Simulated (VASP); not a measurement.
# Ti (Pm-3m) in VASP: single point with PBEsol

Aim: the single point of Ti with PBEsol.

Everything below comes from runs of VASP 6.6.1. Logs are shortened: lines on timing, memory, paths and dates and some standing lists are left out, and cuts for length are marked.

## (1) The cell of the first run

It takes space group Pm-3m (No. 221, cubic). The conventional cell has a = 2.605 Å, b = 2.605 Å, c = 2.605 Å, α = 90.00°, β = 90.00°, γ = 90.00°. Within 3.4 Å of Ti (site symmetry m-3m) lie 6 Ti at 2.60 Å.

## (2) Single point, PBEsol

The input, INCAR:

```
PREC = Accurate
ENCUT = 520
EDIFF = 1E-6
ISMEAR = 0
SIGMA = 0.15
LREAL = False
LASPH = True
NELM = 80
ALGO = Normal
ISIF = 2
LWAVE = False
LCHARG = False
GGA = PS
NBANDS = 12
```

The input, KPOINTS:

```
regular mesh
0
Gamma
  22 22 22
```

The input, POSCAR:

```
Ti
1.0
   -0.8683083754      1.7366167509      1.7366167509
    1.7366167509     -0.8683083754      1.7366167509
    1.7366167509      1.7366167509     -0.8683083754
Ti
1
Direct
    0.0000000000      0.0000000000      0.0000000000
```

Potentials or basis: VASP PAW PBE potentials, release 64 (Ti_sv).

Started as:

```bash
$ cat potpaw_PBE.64/Ti_sv/POTCAR > POTCAR
$ mpirun -np 1 vasp_std > vasp.out
```

OUTCAR:

```text
PREC = Accurate
   ENCUT = 520
   EDIFF = 1E-6
   ISMEAR = 0
   LREAL = False
   LASPH = True
   NELM = 80
   ISIF = 2
   GGA = PS

 ion  position               nearest neighbor table
   1  0.000  0.000  0.000-

  LATTYP: Found a simple cubic cell.
 ALAT       =     2.6049251263

  Lattice vectors:

 A1 = (  -0.8683083754,   1.7366167509,   1.7366167509)
 A2 = (   1.7366167509,  -0.8683083754,   1.7366167509)
 A3 = (   1.7366167509,   1.7366167509,  -0.8683083754)

Analysis of symmetry for initial positions (statically):
=====================================================================
 Subroutine PRICEL returns:
 Original cell was already a primitive cell.

 Routine SETGRP: Setting up the symmetry group for a
 simple cubic supercell.

 Subroutine GETGRP returns: Found 48 space group operations
 (whereof 48 operations were pure point group operations)
 out of a pool of 48 trial point group operations.

The static configuration has the point symmetry O_h .

Analysis of symmetry for dynamics (positions and initial velocities):
=====================================================================
 Subroutine PRICEL returns:
 Original cell was already a primitive cell.

 Routine SETGRP: Setting up the symmetry group for a
 simple cubic supercell.

 Subroutine GETGRP returns: Found 48 space group operations
 (whereof 48 operations were pure point group operations)
 out of a pool of 48 trial point group operations.

The dynamic configuration has the point symmetry O_h .

 Subroutine INISYM returns: Found 48 space group operations
 (whereof 48 operations are pure point group operations),
 and found     1 'primitive' translations

----------------------------------------------------------------------------------------

                                     Primitive cell

  volume of cell :      17.6761

  direct lattice vectors                    reciprocal lattice vectors
    -0.868308375  1.736616751  1.736616751    -0.127962731  0.255925462  0.255925462
     1.736616751 -0.868308375  1.736616751     0.255925462 -0.127962731  0.255925462
     1.736616751  1.736616751 -0.868308375     0.255925462  0.255925462 -0.127962731

  length of vectors
     2.604925126  2.604925126  2.604925126     0.383888193  0.383888193  0.383888193

  position of ions in fractional coordinates (direct lattice)
     0.000000000  0.000000000  0.000000000

  ion indices of the primitive-cell ions
   primitive index   ion index
                 1           1

----------------------------------------------------------------------------------------

 KPOINTS: regular mesh

Automatic generation of k-mesh.
 Grid dimensions read from file:
 generate k-points for:   22   22   22

 Generating k-lattice:

  Cartesian coordinates                     Fractional coordinates (reciprocal lattice)
    -0.005816488  0.011632976  0.011632976     0.045454545  0.000000000 -0.000000000
     0.011632976 -0.005816488  0.011632976     0.000000000  0.045454545 -0.000000000
     0.011632976  0.011632976 -0.005816488    -0.000000000 -0.000000000  0.045454545

  Length of vectors
     0.017449463  0.017449463  0.017449463

  Shift w.r.t. Gamma in fractional coordinates (k-lattice)
     0.000000000  0.000000000  0.000000000

 Subroutine IBZKPT returns following result:
 ===========================================

 Found    364 irreducible k-points:

 Following reciprocal coordinates:
            Coordinates               Weight
  0.000000  0.000000  0.000000      1.000000
  0.045455  0.000000 -0.000000      6.000000
  0.090909  0.000000 -0.000000      6.000000
  0.136364  0.000000  0.000000      6.000000
  0.181818 -0.000000 -0.000000      6.000000
  0.227273  0.000000 -0.000000      6.000000
[... 16 lines left out ...]
  0.500000  0.045455 -0.000000     12.000000
  0.090909  0.090909  0.000000     12.000000
 [... further k-points ...]
   k-points           NKPTS =    364   k-points in BZ     NKDIM =    364   number of bands    NBANDS=     12
   number of dos      NEDOS =    301   number of ions     NIONS =      1
   total plane-waves  NPLWV =   8000
   dimension x,y,z NGX =    20 NGY =   20 NGZ =   20
   dimension x,y,z NGXF=    40 NGYF=   40 NGZF=   40
   ions per type =               1
   NGX,Y,Z   is equivalent  to a cutoff of  12.76, 12.76, 12.76 a.u.
   NGXF,Y,Z  is equivalent  to a cutoff of  25.53, 25.53, 25.53 a.u.
 SYSTEM =  unknown system
   PREC   = accura    normal or accurate (medium, high low for compatibility)
   ISTART =      0    job   : 0-new  1-cont  2-samecut
   ICHARG =      2    charge: 1-file 2-atom 10-const
   ISPIN  =      1    spin polarized calculation?
   LNONCOLLINEAR =      F non collinear calculations
   LSORBIT =      F    spin-orbit coupling
   LASPH  =      T    aspherical Exc in radial PAW
   ENCUT  =  520.0 eV  38.22 Ry    6.18 a.u.   4.84  4.84  4.84*2*pi/ulx,y,z
   NELM   =     80;   NELMIN=  2; NELMDL= -5     # of ELM steps
   EDIFF  = 0.1E-05   stopping-criterion for ELM
   LREAL  =      F    real-space projection
   EDIFFG = 0.1E-04   stopping-criterion for IOM
   NSW    =      0    number of steps for IOM
   IBRION =     -1    ionic relax: 0-MD 1-quasi-New 2-CG
   NFREE  =      0    steps in history (QN), initial steepest desc. (CG)
   ISIF   =      2    stress and relaxation
   ISYM   =      2    0-nonsym 1-usesym 2-fastsym
   POTIM  = 0.5000    time-step for ionic-motion
   TEBEG  =    0.0;   TEEND  =   0.0 temperature during run
   PSTRESS=    0.0 pullay stress
   NELECT =      12.0000    total number of electrons
   NUPDOWN=      -1.0000    fix difference up-down
   EMIN   =  10.00;   EMAX   =-10.00  energy-range for DOS
   EFERMI =   0.00;   METHOD = LEGACY
   ISMEAR =     0;   SIGMA  =   0.15  broadening in eV -4-tet -1-fermi 0-gaus
   EFERMI_NEDOS =   21; number of points for ismear=-14 and -15
   IALGO  =     38    algorithm
   IMIX   =      4    mixing-type and parameters
     AMIX     =   0.40;   BMIX     =  1.00
     AMIX_MAG =   1.60;   BMIX_MAG =  1.00
  volume/ion in A,a.u.               =      17.68       119.28
  Fermi-wavevector in a.u.,A,eV,Ry     =   1.438821  2.718977 28.166848  2.070205
  Thomas-Fermi vector in A             =   2.557745
   LORBIT       =      0    0 simple, 1 ext, 2 COOP (PROOUT), +10 PAW based schemes
   GGA     = PS    functional components
   LHFCALC =     F    Hartree Fock is set to
   AEXX    =    0.0000 exact exchange contribution
   IVDW    =     0    specifies the selected vdW correction
   LEPSILON=     F    determine dielectric tensor
   LRPA    =     F    only Hartree local field effects (RPA)
 non-spin polarized calculation
 Gauss-broadening in eV      SIGMA  =   0.15
  energy-cutoff  :      520.00
  volume of cell :       17.68
 maximum number of plane-waves:       491
 NGX is ok and might be reduce to    20
   NGX =  9   NGY =  9   NGZ =  9

 number of electron      11.9999996 magnetization

 Free energy of the ion-electron system (eV)
  ---------------------------------------------------
  ext. energy  EPLUGINS =         0.00000000
  ---------------------------------------------------
  free energy    TOTEN  =        -7.51277542 eV

  energy without entropy =       -7.48934239  energy(sigma->0) =       -7.50105891

 E-fermi :   7.8097     XC(G=0): -11.4514

 val. band max:        7.8050484349   @ k =   0.2727   0.1364   0.0455
 cond. band min:       7.8114227339   @ k =   0.2273   0.1818   0.0455
 fundamental gap:      0.0063742990
 Fermi energy:         7.8096998411

 k-point     1 :       0.0000    0.0000    0.0000
  band No.  band energies     occupation
      1     -48.4894      2.00000
      2     -24.3097      2.00000
      3     -24.3097      2.00000
      4     -24.3097      2.00000
      5       2.0148      2.00000
      6       6.4490      2.00000
      7       6.4490      2.00000
      8      11.8965      0.00000
      9      11.8965      0.00000
     10      11.8965      0.00000
     11      23.8977      0.00000
     12      23.8977      0.00000

 k-point     2 :       0.0455    0.0000   -0.0000
  band No.  band energies     occupation
      1     -48.4865      2.00000
      2     -24.3306      2.00000
      3     -24.3080      2.00000
      4     -24.3080      2.00000
      5       2.0708      2.00000
      6       6.4629      2.00000
      7       6.4907      2.00000
      8      11.8474      0.00000
      9      11.8475      0.00000
     10      11.9001      0.00000
     11      23.4338      0.00000
     12      23.9883      0.00000

 k-point     3 :       0.0909    0.0000   -0.0000
  band No.  band energies     occupation
      1     -48.4780      2.00000
      2     -24.3913      2.00000
      3     -24.3028      2.00000
      4     -24.3028      2.00000
      5       2.2357      2.00000
      6       6.5038      2.00000
      7       6.6126      2.00000
      8      11.7073      0.00000
      9      11.7073      0.00000
     10      11.9106      0.00000
     11      22.3828      0.00000
     12      24.2533      0.00000
[... 286 lines left out ...]
 k-point    23 :       0.5000    0.0455   -0.0000
  band No.  band energies     occupation
      1     -48.3401      2.00000
      2     -25.2870      2.00000
      3     -24.2410      2.00000
      4     -24.2199      2.00000
      5       5.9990      2.00000
      6       7.2409      2.00000
      7       7.5509      1.98531
      8       9.9348      0.00000
      9      10.0205      0.00000
     10      12.0364      0.00000
     11      15.4069      0.00000
     12      24.7249      0.00000

 k-point    24 :       0.0909    0.0909    0.0000
  band No.  band energies     occupation
      1     -48.4666      2.00000
      2     -24.3891      2.00000
      3     -24.3787      2.00000
      4     -24.2959      2.00000
      5       2.4534      2.00000
      6       6.6111      2.00000
      7       6.7258      2.00000
      8      11.5067      0.00000
      9      11.6838      0.00000
     10      11.7646      0.00000
     11      22.6283      0.00000
     12      22.7117      0.00000

 [... further k-points ...]

------------------------ aborting loop because EDIFF is reached ----------------------------------------

  FORCE on cell =-STRESS in cart. coord.  units (eV):
  Direction    XX          YY          ZZ          XY          YZ          ZX
  --------------------------------------------------------------------------------------
  -------------------------------------------------------------------------------------
  Total       -0.1162423     -0.1162423     -0.1162423     -0.0000000     -0.0000000     -0.0000000
  in kB      -10.5363231    -10.5363231    -10.5363231     -0.0000000     -0.0000000     -0.0000000
  external PRESSURE =     -10.5363231 kB  Pullay stress =       0.0000000 kB

 VOLUME and BASIS-vectors are now :
 -----------------------------------------------------------------------------
  energy-cutoff  :      520.00
  volume of cell :       17.68
      direct lattice vectors                 reciprocal lattice vectors
    -0.868308375  1.736616751  1.736616751    -0.127962731  0.255925462  0.255925462
     1.736616751 -0.868308375  1.736616751     0.255925462 -0.127962731  0.255925462
     1.736616751  1.736616751 -0.868308375     0.255925462  0.255925462 -0.127962731

 POSITION                                       TOTAL-FORCE (eV/Angst)
 -----------------------------------------------------------------------------------
      0.00000      0.00000      0.00000         0.000000     -0.000000      0.000000
 -----------------------------------------------------------------------------------
    total drift:                                0.000000     -0.000000      0.000000

  FREE ENERGIE OF THE ION-ELECTRON SYSTEM (eV)
  ---------------------------------------------------
  free  energy   TOTEN  =        -7.5127754178 eV

  energy  without entropy=       -7.4893423934  energy(sigma->0) =       -7.50105891
```

Run time: 52 s. Hardware: 1 thread of Intel Xeon Platinum 8259CL at 2.50GHz (Skylake/Cascade Lake), shared host; peak memory 0.18 GiB.

Results:

| Property | Result |
| --- | --- |
| Free energy | -7.5128 eV |
| Pressure | -1.1 GPa |
| Band gap on the k mesh | zero (band 6 reaches 8.65 eV, above the bottom of band 7 at 6.45 eV) |

Caveat: the PAW data sets were made with another functional, which shifts forces and pressure a little.
